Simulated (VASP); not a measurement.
**MnC6: relaxation of cell and atoms with PBE**

The system is MnC6.

```
Mn C
1.0
     3.92065    0.00000    0.00000
    -1.96032    3.39538    0.00000
     0.00000    0.00000    6.84644
Mn C
1 6
Direct
  0.00000 0.00000 0.00000
  0.33333 0.66667 0.25423
  0.66667 0.33333 0.25423
  0.66667 0.33333 0.74577
  0.33333 0.66667 0.74577
  0.33333 0.66667 0.50000
  0.66667 0.33333 0.50000
```

* Program: VASP 6.6.1
* Task: relaxation of cell and atoms
* Functional: PBE
* Potentials or basis: VASP PAW PBE potentials, release 64 (Mn_pv, C)
* Cutoff: 600 eV
* k mesh: 5 × 5 × 3
* Occupations: gaussian, width 0.2 eV
* Spin: collinear spin, ferromagnetic start
* Starting moments: [4.0, 0.0, 0.0, 0.0, 0.0, 0.0, 0.0] μB
* Dipole correction: no
* Further INCAR settings: ALGO = Normal; EDIFF = 1e-06; IBRION = 2; EDIFFG = -0.08; NSW = 36; ISIF = 3

The relaxed volume is 6.69 Å³/atom, the relaxed cell is a = 3.222 Å, b = 3.222 Å, c = 5.212 Å, α = 90.00°, β = 90.00°, γ = 120.00° and the space group after relaxing (to 0.05 Å) is P6/mmm (No. 191). The energy gained by relaxing is 959.4 meV/atom, the ionic steps are 20 and the pressure after relaxing is 1.0 GPa. The largest force after relaxing is 0.069 eV/Å. The net moment is 0.00 μB per cell and the valence electrons inside the program's atomic spheres are Mn 12.14; C 2.31, 2.39.

Forces in eV/Å, atoms in the order of the input:
```
Mn   0.000  0.000  0.000
C    0.000  0.000  0.069
C    0.000  0.000  0.069
C    0.000  0.000 -0.069
C    0.000  0.000 -0.069
C    0.000  0.000  0.000
C    0.000  0.000  0.000
```

Stress tensor (GPa, compression positive):
```
1.10 0.00 0.00
0.00 1.10 0.00
0.00 0.00 0.89
```

Step by step:
| step | energy change (eV) | largest force (eV/Å) | pressure (GPa) | volume (Å³) |
| --- | --- | --- | --- | --- |
| 1 | 0.0000 | 3.0444 | -34.48 | 91.14 |
| 2 | -0.2827 | 13.6743 | 60.78 | 58.34 |
| 3 | -3.3253 | 0.4859 | -20.37 | 71.10 |
| 4 | -3.6807 | 0.8515 | -11.62 | 68.53 |
| 5 | -3.7444 | 2.0338 | -4.62 | 66.92 |
| 6 | -3.7415 | 1.6811 | -6.75 | 67.36 |
| 7 | -4.4006 | 1.2312 | -9.92 | 63.00 |
| 8 | -5.8127 | 1.2240 | -0.74 | 50.95 |
| 9 | -5.6055 | 0.9713 | 24.14 | 45.68 |
| 10 | -5.8329 | 1.2750 | 6.08 | 49.01 |
| 11 | -6.1794 | 0.1510 | 2.36 | 47.74 |
| 12 | -6.2309 | 0.7410 | 4.37 | 46.79 |
| 13 | -6.2388 | 0.5148 | 3.33 | 47.06 |
| 14 | -6.4248 | 0.5771 | -0.92 | 47.43 |
| 15 | -6.6161 | 0.5962 | -7.41 | 48.12 |
| 16 | -6.6281 | 0.6062 | -8.81 | 48.30 |
| 17 | -6.7041 | 0.3164 | -1.19 | 47.11 |
| 18 | -6.7098 | 0.2100 | 1.56 | 46.72 |
| 19 | -6.7098 | 0.2016 | 1.78 | 46.69 |
| 20 | -6.7157 | 0.0694 | 1.03 | 46.86 |

Final structure:
```xyz
7
Lattice="3.2222 0.0000 0.0000 -1.6111 2.7905 0.0000 0.0000 0.0000 5.2118" Properties=species:S:1:pos:R:3 pbc="T T T"
Mn    0.0000    0.0000    0.0000
C     0.0000    1.8603    1.0616
C     1.6111    0.9302    1.0616
C     1.6111    0.9302    4.1502
C     0.0000    1.8603    4.1502
C     0.0000    1.8603    2.6059
C     1.6111    0.9302    2.6059
```

Levels at points of the mesh, in eV from the Fermi level:
Spin up:
| k point | band 15 | band 16 | band 17 | band 18 | band 19 | band 20 | band 21 | band 22 |
| --- | --- | --- | --- | --- | --- | --- | --- | --- |
| (0.00, 0.00, 0.00) | -3.16 | -3.16 | -2.65 | -2.65 | -2.50 | -0.41 | -0.41 | 1.83 |
Spin down:
| k point | band 15 | band 16 | band 17 | band 18 | band 19 | band 20 | band 21 | band 22 |
| --- | --- | --- | --- | --- | --- | --- | --- | --- |
| (0.00, 0.00, 0.00) | -3.16 | -3.16 | -2.65 | -2.65 | -2.50 | -0.41 | -0.41 | 1.83 |

Wall time 21 min on 1 thread of Intel Xeon 6975P-C (shared host), peak memory 0.31 GiB.

Caveat: the k points lie up to 0.45 Å⁻¹ apart in the final cell; the starting moments collapsed, and a magnetic state may lie lower; the volume moved by over 15 % at a fixed basis, so the end points are rough; the relaxation stopped at a loose force limit of 0.08 eV/Å, so its end isn't a converged minimum.
